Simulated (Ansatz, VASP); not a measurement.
Two plane-wave programs on Te3Pb4Se

```
CELL_PARAMETERS angstrom
6.57900 -0.09987 -0.03218
-0.09987 6.53394 -0.05457
-3.27167 -3.27148 6.56114
ATOMIC_POSITIONS crystal
Te 0.24474 0.73837 0.49626
Te 0.75299 0.23572 0.49461
Te 0.99001 0.00457 0.00718
Pb 0.48677 0.00319 0.99808
Pb 0.73908 0.73426 0.46970
Pb 0.01820 0.51907 0.01165
Pb 0.26214 0.25744 0.51766
Se 0.50607 0.50738 0.00486
```

Change from the starting cell: cell x1, atoms moved at random (sigma 0.05 Å) and cell strained at random (1.5 %), then relaxed without symmetry.

Alike in both runs: task relaxation of cell and atoms; functional PBE; k mesh 2 × 2 × 2; occupations gaussian, width 0.1 eV; no spin polarisation.

|  | VASP | Ansatz |
| --- | --- | --- |
| version | VASP 6.6.1 | Ansatz 0.2.0 |
| potentials or method | VASP PAW PBE potentials, release 64 (Te, Pb_d, Se), cutoff 600 eV | scalar-relativistic, plane waves, PAW |
| valence electrons in the cell | 80 | 120 |

|  | VASP | Ansatz | Ansatz less VASP |
| --- | --- | --- | --- |
| gap on the k mesh at the Fermi level, each at its own relaxed structure (eV) | 0.78 | 0.79 | +0.006 |
| relaxed volume (Å³/atom) | 38.39 | 38.09 | -0.302 |
| relaxed length of the cell vector where the two differ most in proportion (Å) | 7.308 | 7.238 | -0.0708 |

VASP's potentials hold 80 valence electrons a cell and Ansatz's 120, so a difference there can come from the potentials and not from the codes.

The k mesh is coarse, so the values compare programs but aren't converged. Neither program's run includes spin-orbit coupling.
